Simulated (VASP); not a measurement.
# SrO (Fm-3m) in VASP: a series of runs, part 2 of 2

VASP 6.6.1.

### Step 4. Single point, PBE

This run uses another cell than the first one, of 17.52 Å³/atom, 1.043 times its volume.

Contents of INCAR:

```
PREC = Accurate
ENCUT = 520
EDIFF = 1E-7
ISMEAR = -1
SIGMA = 0.02
LREAL = False
LASPH = True
NELM = 80
ALGO = Normal
ISIF = 2
LWAVE = False
LCHARG = True
GGA = PE
LELF = True
LVHAR = True
NBANDS = 15
```

Contents of KPOINTS:

```
Automatic mesh
0
Gamma
  8 8 8
```

Contents of POSCAR:

```
SrO
1.0
    0.0000000000      2.5973730392      2.5973730392
    2.5973730392      0.0000000000      2.5973730392
    2.5973730392      2.5973730392      0.0000000000
Sr O
1 1
Direct
    0.5000000000      0.5000000000      0.5000000000
    0.0000000000      0.0000000000      0.0000000000
```

Potentials or basis: VASP PAW PBE potentials, release 64 (Sr_sv, O).

Command:

```bash
$ cat potpaw_PBE.64/Sr_sv/POTCAR potpaw_PBE.64/O/POTCAR > POTCAR
$ mpirun -np 1 vasp_std > vasp.out
```

OUTCAR:

```text
PREC = Accurate
   ENCUT = 520
   EDIFF = 1E-7
   ISMEAR = -1
   LREAL = False
   LASPH = True
   NELM = 80
   ISIF = 2
   GGA = PE

 ion  position               nearest neighbor table
   1  0.500  0.500  0.500-   2 2.60   2 2.60   2 2.60   2 2.60   2 2.60   2 2.60
   2  0.000  0.000  0.000-   1 2.60   1 2.60   1 2.60   1 2.60   1 2.60   1 2.60

  LATTYP: Found a face centered cubic cell.
 ALAT       =     5.1947460784

  Lattice vectors:

 A1 = (   0.0000000000,   2.5973730392,   2.5973730392)
 A2 = (   2.5973730392,   0.0000000000,   2.5973730392)
 A3 = (   2.5973730392,   2.5973730392,   0.0000000000)

Analysis of symmetry for initial positions (statically):
=====================================================================
 Subroutine PRICEL returns:
 Original cell was already a primitive cell.

 Routine SETGRP: Setting up the symmetry group for a
 face centered cubic supercell.

 Subroutine GETGRP returns: Found 48 space group operations
 (whereof 48 operations were pure point group operations)
 out of a pool of 48 trial point group operations.

The static configuration has the point symmetry O_h .

Analysis of symmetry for dynamics (positions and initial velocities):
=====================================================================
 Subroutine PRICEL returns:
 Original cell was already a primitive cell.

 Routine SETGRP: Setting up the symmetry group for a
 face centered cubic supercell.

 Subroutine GETGRP returns: Found 48 space group operations
 (whereof 48 operations were pure point group operations)
 out of a pool of 48 trial point group operations.

The dynamic configuration has the point symmetry O_h .

 Subroutine INISYM returns: Found 48 space group operations
 (whereof 48 operations are pure point group operations),
 and found     1 'primitive' translations

----------------------------------------------------------------------------------------

                                     Primitive cell

  volume of cell :      35.0456

[... 113 lines left out ...]
   GGA     = PE    functional components
   LHFCALC =     F    Hartree Fock is set to
   AEXX    =    0.0000 exact exchange contribution
   IVDW    =     0    specifies the selected vdW correction
   LEPSILON=     F    determine dielectric tensor
   LRPA    =     F    only Hartree local field effects (RPA)
 non-spin polarized calculation
  energy-cutoff  :      520.00
  volume of cell :       35.05
 maximum number of plane-waves:       960
   NGX = 13   NGY = 13   NGZ = 13

 number of electron      16.0000000 magnetization

 Free energy of the ion-electron system (eV)
  ---------------------------------------------------
  ext. energy  EPLUGINS =         0.00000000
  ---------------------------------------------------
  free energy    TOTEN  =       -12.05464203 eV

  energy without entropy =      -12.05464203  energy(sigma->0) =      -12.05464203

 E-fermi :   2.0567     XC(G=0):  -9.8826

 val. band max:        1.5214764121   @ k =   0.0000   0.0000   0.0000
 cond. band min:       4.8016364883   @ k =   0.5000   0.5000   0.0000
 fundamental gap:      3.2801600762
 Fermi energy:         2.0566561072

 k-point     1 :       0.0000    0.0000    0.0000
  band No.  band energies     occupation
      1     -30.9770      2.00000
      2     -13.5302      2.00000
      3     -12.6450      2.00000
      4     -12.6450      2.00000
      5     -12.6450      2.00000
      6       1.5215      2.00000
      7       1.5215      2.00000
      8       1.5215      2.00000
      9       5.2893      0.00000
     10       7.6633      0.00000
     11       7.6633      0.00000
     12       7.6633      0.00000
     13       9.7623      0.00000
     14       9.7623      0.00000
[... 401 lines left out ...]
      2     -14.7018      2.00000
      3     -12.9958      2.00000
      4     -12.8512      2.00000
      5     -11.8002      2.00000
      6      -0.0171      2.00000
      7       0.6859      2.00000
      8       0.7495      2.00000
      9       7.7766      0.00000
     10       8.1311      0.00000
     11      10.5729      0.00000
     12      10.8207      0.00000
     13      12.8298      0.00000
     14      14.1280      0.00000
     15      14.4967      0.00000

 [... further k-points ...]
[... 5 lines left out ...]
  --------------------------------------------------------------------------------------
  -------------------------------------------------------------------------------------
  Total        0.1132637      0.1132637      0.1132637      0.0000000      0.0000000      0.0000000
  in kB        5.1780739      5.1780739      5.1780739      0.0000000      0.0000000      0.0000000
  external PRESSURE =       5.1780739 kB  Pullay stress =       0.0000000 kB

 VOLUME and BASIS-vectors are now :
 -----------------------------------------------------------------------------
  energy-cutoff  :      520.00
  volume of cell :       35.05
      direct lattice vectors                 reciprocal lattice vectors
     0.000000000  2.597373039  2.597373039    -0.192502191  0.192502191  0.192502191
     2.597373039  0.000000000  2.597373039     0.192502191 -0.192502191  0.192502191
     2.597373039  2.597373039  0.000000000     0.192502191  0.192502191 -0.192502191

 POSITION                                       TOTAL-FORCE (eV/Angst)
 -----------------------------------------------------------------------------------
      2.59737      2.59737      2.59737         0.000000      0.000000     -0.000000
      0.00000      0.00000      0.00000        -0.000000     -0.000000      0.000000
 -----------------------------------------------------------------------------------
    total drift:                                0.000000      0.000000      0.000000

  FREE ENERGIE OF THE ION-ELECTRON SYSTEM (eV)
  ---------------------------------------------------
  free  energy   TOTEN  =       -12.0546420282 eV

  energy  without entropy=      -12.0546420282  energy(sigma->0) =      -12.05464203
```

OSZICAR:

```text
N       E                     dE             d eps       ncg     rms          rms(c)
DAV:   1     0.619385562557E+02    0.61939E+02   -0.79058E+03   870   0.101E+03
DAV:   2    -0.108275934814E+02   -0.72766E+02   -0.66827E+02  1228   0.211E+02
DAV:   3    -0.141991203707E+02   -0.33715E+01   -0.33532E+01  1289   0.386E+01
DAV:   4    -0.142533485305E+02   -0.54228E-01   -0.54224E-01  1040   0.357E+00
DAV:   5    -0.142536732437E+02   -0.32471E-03   -0.32471E-03  1150   0.256E-01    0.156E+01
DAV:   6    -0.122139524711E+02    0.20397E+01   -0.67934E+00   884   0.192E+01    0.183E+01
DAV:   7    -0.120636793294E+02    0.15027E+00   -0.31843E-01  1010   0.495E+00    0.106E+01
DAV:   8    -0.120528244398E+02    0.10855E-01   -0.12157E-01  1080   0.350E+00    0.382E-01
DAV:   9    -0.120540101883E+02   -0.11857E-02   -0.61641E-03  1092   0.499E-01    0.235E-01
DAV:  10    -0.120544634278E+02   -0.45324E-03   -0.43447E-04   954   0.197E-01    0.896E-02
DAV:  11    -0.120546231354E+02   -0.15971E-03   -0.16497E-04   919   0.946E-02    0.277E-02
DAV:  12    -0.120546425331E+02   -0.19398E-04   -0.28679E-05   919   0.389E-02    0.229E-02
DAV:  13    -0.120546423405E+02    0.19257E-06   -0.16858E-06  1003   0.115E-02    0.343E-03
DAV:  14    -0.120546420433E+02    0.29722E-06   -0.16417E-07  1107   0.307E-03    0.215E-03
DAV:  15    -0.120546420282E+02    0.15056E-07   -0.91562E-09   526   0.972E-04
   1 F= -.12054642E+02 E0= -.12054642E+02  d E =-.180494E-13
```

stdout:

```text
POSCAR found type information on POSCAR SrO
 POSCAR found :  2 types and       2 ions
 scaLAPACK will be used
 LDA part: xc-table for (Slater+PW92), standard interpolation
 POSCAR, INCAR and KPOINTS ok, starting setup
 FFT: planning ... GRIDC
 FFT: planning ... GRID_SOFT
 FFT: planning ... GRID
 WAVECAR not read
 entering main loop
```

It took 24 s on 1 thread of AMD EPYC 7R43 (Zen 3), shared host; peak memory 0.12 GiB.

What came out:

```
Free energy            : -12.0546 eV
Pressure               : 0.5 GPa
Band gap on the k mesh : 3.28 eV, indirect (least direct gap 3.39 eV)
```

Levels at points of the mesh, in eV from the valence-band top:
```
           k point  band 6  band 7  band 8  band 9  band 10  band 11
(0.00, 0.00, 0.00)    0.00    0.00    0.00    3.77     6.14     6.14
(0.50, 0.00, 0.00)   -2.11   -1.08   -1.08    6.42     8.21     8.67
(0.50, 0.50, 0.00)   -0.48   -0.11   -0.11    3.28     7.57     9.97
```

A k mesh can miss the band edges.

### Step 5. Single point, PBE

This run uses another cell than the first one, of 17.17 Å³/atom, 1.022 times its volume.

Contents of INCAR:

```
  PREC = Accurate
  ENCUT = 520
  EDIFF = 1E-6
  ISMEAR = -1
  SIGMA = 0.02
  LREAL = F
  LASPH = T
  NELM = 60
  ALGO = Normal
  ISIF = 2
  LWAVE = F
  LCHARG = F
  GGA = PE
  NBANDS = 15
```

KPOINTS is that of step 4.

Contents of POSCAR:

```
SrO
1.0
    0.0000000000      2.5798927426      2.5798927426
    2.5798927426      0.0000000000      2.5798927426
    2.5798927426      2.5798927426      0.0000000000
Sr O
1 1
Direct
    0.5000000000      0.5000000000      0.5000000000
    0.0000000000      0.0000000000      0.0000000000
```

Command:

```bash
$ cat potpaw_PBE.64/Sr_sv/POTCAR potpaw_PBE.64/O/POTCAR > POTCAR
$ mpirun -np 1 vasp_std > vasp.out
```

Wall time 22 s (1 thread of AMD EPYC 7R43 (Zen 3), shared host); peak memory 0.13 GiB.

It converged, with:

```yaml
Free_energy: -12.0479 eV
Pressure: 2.4 GPa
Band_gap_on_the_k_mesh: 3.27 eV, indirect (least direct gap 3.37 eV)
```

Levels at points of the mesh, in eV from the valence-band top:
```csv
k point,band 5,band 6,band 7,band 8,band 9,band 10,band 11,band 12
"(0.00, 0.00, 0.00)",-14.07,0.00,0.00,0.00,3.91,6.19,6.19,6.19
"(0.50, 0.00, 0.00)",-12.89,-2.15,-1.12,-1.12,6.51,8.37,8.79,8.79
"(0.50, 0.50, 0.00)",-14.43,-0.45,-0.09,-0.09,3.27,7.73,10.11,10.29
```

A k mesh can miss the band edges. A hybrid or GW would open this gap; PBE tends to underestimate it.

### Step 6. Single point, LDA

This run uses another cell than the first one, of 17.17 Å³/atom, 1.022 times its volume.

Contents of INCAR:

```
SYSTEM = SrO
PREC = Accurate
ENCUT = 520
EDIFF = 1E-7
ISMEAR = 0
SIGMA = 0.01
LREAL = .FALSE.
LASPH = .TRUE.
NELM = 60
ALGO = Normal
ISIF = 2
LWAVE = .FALSE.
LCHARG = .FALSE.
GGA = CA
NBANDS = 15
```

Contents of KPOINTS:

```
regular mesh
0
G
  8 8 8
  0 0 0
```

POSCAR is that of step 5.

Potentials or basis: VASP PAW LDA potentials, release 64 (Sr_sv, O).

Command:

```bash
$ cat potpaw_LDA.64/Sr_sv/POTCAR potpaw_LDA.64/O/POTCAR > POTCAR
$ mpirun -np 1 vasp_std > vasp.out
```

OUTCAR:

```text
SYSTEM = SrO
   PREC = Accurate
   ENCUT = 520
   EDIFF = 1E-7
   ISMEAR = 0
   LREAL = .FALSE.
   LASPH = .TRUE.
   NELM = 60
   ISIF = 2
   GGA = CA

 ion  position               nearest neighbor table
   1  0.500  0.500  0.500-   2 2.58   2 2.58   2 2.58   2 2.58   2 2.58   2 2.58
   2  0.000  0.000  0.000-   1 2.58   1 2.58   1 2.58   1 2.58   1 2.58   1 2.58

  LATTYP: Found a face centered cubic cell.
 ALAT       =     5.1597854852

  Lattice vectors:

 A1 = (   0.0000000000,   2.5798927426,   2.5798927426)
 A2 = (   2.5798927426,   0.0000000000,   2.5798927426)
 A3 = (   2.5798927426,   2.5798927426,   0.0000000000)

Analysis of symmetry for initial positions (statically):
=====================================================================
 Subroutine PRICEL returns:
 Original cell was already a primitive cell.

 Routine SETGRP: Setting up the symmetry group for a
 face centered cubic supercell.

 Subroutine GETGRP returns: Found 48 space group operations
 (whereof 48 operations were pure point group operations)
 out of a pool of 48 trial point group operations.

The static configuration has the point symmetry O_h .

Analysis of symmetry for dynamics (positions and initial velocities):
=====================================================================
 Subroutine PRICEL returns:
 Original cell was already a primitive cell.

 Routine SETGRP: Setting up the symmetry group for a
 face centered cubic supercell.

 Subroutine GETGRP returns: Found 48 space group operations
 (whereof 48 operations were pure point group operations)
 out of a pool of 48 trial point group operations.

The dynamic configuration has the point symmetry O_h .

 Subroutine INISYM returns: Found 48 space group operations
 (whereof 48 operations are pure point group operations),
 and found     1 'primitive' translations

----------------------------------------------------------------------------------------

                                     Primitive cell

  volume of cell :      34.3427

  direct lattice vectors                    reciprocal lattice vectors
     0.000000000  2.579892743  2.579892743    -0.193806507  0.193806507  0.193806507
     2.579892743  0.000000000  2.579892743     0.193806507 -0.193806507  0.193806507
[... 123 lines left out ...]
 number of electron      15.9999998 magnetization

 Free energy of the ion-electron system (eV)
  ---------------------------------------------------
  ext. energy  EPLUGINS =         0.00000000
  ---------------------------------------------------
  free energy    TOTEN  =       -13.36504492 eV

  energy without entropy =      -13.36504492  energy(sigma->0) =      -13.36504492

 E-fermi :   1.4548     XC(G=0): -10.4788

 val. band max:        1.2930678697   @ k =   0.0000   0.0000   0.0000
 cond. band min:       4.4001378988   @ k =   0.5000   0.5000   0.0000
 fundamental gap:      3.1070700291
 Fermi energy:         1.4547705563

 k-point     1 :       0.0000    0.0000    0.0000
  band No.  band energies     occupation
      1     -30.8264      2.00000
      2     -13.4537      2.00000
      3     -12.5638      2.00000
      4     -12.5638      2.00000
      5     -12.5638      2.00000
      6       1.2931      2.00000
      7       1.2931      2.00000
      8       1.2931      2.00000
      9       5.0211      0.00000
     10       7.3753      0.00000
     11       7.3753      0.00000
     12       7.3753      0.00000
     13       9.5754      0.00000
     14       9.5754      0.00000
[... 401 lines left out ...]
      2     -14.7437      2.00000
      3     -12.9589      2.00000
      4     -12.7943      2.00000
      5     -11.6375      2.00000
      6      -0.3179      2.00000
      7       0.4240      2.00000
      8       0.4995      2.00000
      9       7.5088      0.00000
     10       7.8580      0.00000
     11      10.4754      0.00000
     12      10.6885      0.00000
     13      12.8108      0.00000
     14      14.0524      0.00000
     15      14.2971      0.00000

 [... further k-points ...]

------------------------ aborting loop because EDIFF is reached ----------------------------------------

  FORCE on cell =-STRESS in cart. coord.  units (eV):
  Direction    XX          YY          ZZ          XY          YZ          ZX
  --------------------------------------------------------------------------------------
  -------------------------------------------------------------------------------------
  Total       -0.9650060     -0.9650060     -0.9650060     -0.0000000      0.0000000      0.0000000
  in kB      -45.0200174    -45.0200174    -45.0200174     -0.0000000      0.0000000      0.0000000
  external PRESSURE =     -45.0200174 kB  Pullay stress =       0.0000000 kB

 VOLUME and BASIS-vectors are now :
 -----------------------------------------------------------------------------
  energy-cutoff  :      520.00
  volume of cell :       34.34
      direct lattice vectors                 reciprocal lattice vectors
     0.000000000  2.579892743  2.579892743    -0.193806507  0.193806507  0.193806507
     2.579892743  0.000000000  2.579892743     0.193806507 -0.193806507  0.193806507
     2.579892743  2.579892743  0.000000000     0.193806507  0.193806507 -0.193806507

 POSITION                                       TOTAL-FORCE (eV/Angst)
 -----------------------------------------------------------------------------------
      2.57989      2.57989      2.57989         0.000000     -0.000000     -0.000000
      0.00000      0.00000      0.00000        -0.000000      0.000000      0.000000
 -----------------------------------------------------------------------------------
    total drift:                                0.000000      0.000000      0.000000

  FREE ENERGIE OF THE ION-ELECTRON SYSTEM (eV)
  ---------------------------------------------------
  free  energy   TOTEN  =       -13.3650449192 eV

  energy  without entropy=      -13.3650449192  energy(sigma->0) =      -13.36504492
```

OSZICAR:

```text
N       E                     dE             d eps       ncg     rms          rms(c)
DAV:   1     0.620440562518E+02    0.62044E+02   -0.77980E+03   870   0.101E+03
DAV:   2    -0.119426534351E+02   -0.73987E+02   -0.68712E+02  1188   0.222E+02
DAV:   3    -0.154992517484E+02   -0.35566E+01   -0.35410E+01  1307   0.408E+01
DAV:   4    -0.155451040828E+02   -0.45852E-01   -0.45848E-01  1072   0.389E+00
DAV:   5    -0.155454735047E+02   -0.36942E-03   -0.36942E-03  1089   0.278E-01    0.168E+01
DAV:   6    -0.136043799574E+02    0.19411E+01   -0.64355E+00   884   0.192E+01    0.204E+01
DAV:   7    -0.134142965872E+02    0.19008E+00   -0.35626E-01  1010   0.517E+00    0.112E+01
DAV:   8    -0.133641096615E+02    0.50187E-01   -0.13315E-01  1164   0.335E+00    0.124E+00
DAV:   9    -0.133651665410E+02   -0.10569E-02   -0.68143E-03  1248   0.485E-01    0.319E-01
DAV:  10    -0.133650357644E+02    0.13078E-03   -0.15879E-04  1010   0.135E-01    0.182E-01
DAV:  11    -0.133650426124E+02   -0.68479E-05   -0.86678E-05  1017   0.944E-02    0.215E-02
DAV:  12    -0.133650448790E+02   -0.22667E-05   -0.70587E-06  1091   0.190E-02    0.460E-03
DAV:  13    -0.133650449192E+02   -0.40178E-07   -0.35928E-07  1031   0.540E-03
   1 F= -.13365045E+02 E0= -.13365045E+02  d E =-.913455-118
```

stdout:

```text
POSCAR found type information on POSCAR SrO
 POSCAR found :  2 types and       2 ions
 scaLAPACK will be used
 LDA part: xc-table for (Slater(with rela. corr.)+CA(PZ))
 , standard interpolation
 POSCAR, INCAR and KPOINTS ok, starting setup
 FFT: planning ... GRIDC
 FFT: planning ... GRID_SOFT
 FFT: planning ... GRID
 WAVECAR not read
 entering main loop
```

It took 30 s on 1 thread of AMD EPYC 7R43 (Zen 3), shared host; peak memory 0.11 GiB.

Results:

```
Free energy            : -13.3650 eV
Pressure               : -4.5 GPa
Band gap on the k mesh : 3.11 eV, indirect (least direct gap 3.20 eV)
```

### Step 7. Overview

| level | potentials or basis | cell | smearing | gap on the mesh (eV) | pressure (GPa) |
| --- | --- | --- | --- | --- | --- |
| PBEsol | VASP PAW PBE potentials, release 64 (Sr_sv, O) | a = 3.622 Å, angles 60.0°, 2 atoms | fermi-dirac 0.02 eV | 3.15 | 0.6 |
| LDA | VASP PAW LDA potentials, release 64 (Sr_sv, O) | a = 3.581 Å, angles 60.0°, 2 atoms | fermi-dirac 0.02 eV | 3.06 | 0.8 |
| PBE | VASP PAW PBE potentials, release 64 (Sr_sv, O) | a = 3.673 Å, angles 60.0°, 2 atoms | fermi-dirac 0.02 eV | 3.28 | 0.5 |
| PBE | VASP PAW PBE potentials, release 64 (Sr_sv, O) | a = 3.649 Å, angles 60.0°, 2 atoms | fermi-dirac 0.02 eV | 3.27 | 2.4 |
| LDA | VASP PAW LDA potentials, release 64 (Sr_sv, O) | a = 3.649 Å, angles 60.0°, 2 atoms | gaussian 0.01 eV | 3.11 | -4.5 |

Alike in all rows: task single point; no spin polarisation; k mesh 8 × 8 × 8; cutoff (eV) 520.

Caveats: the PAW data sets were made with another functional, which shifts forces and pressure a little (some runs).

Absolute energies hang on the potentials; compare differences alone.
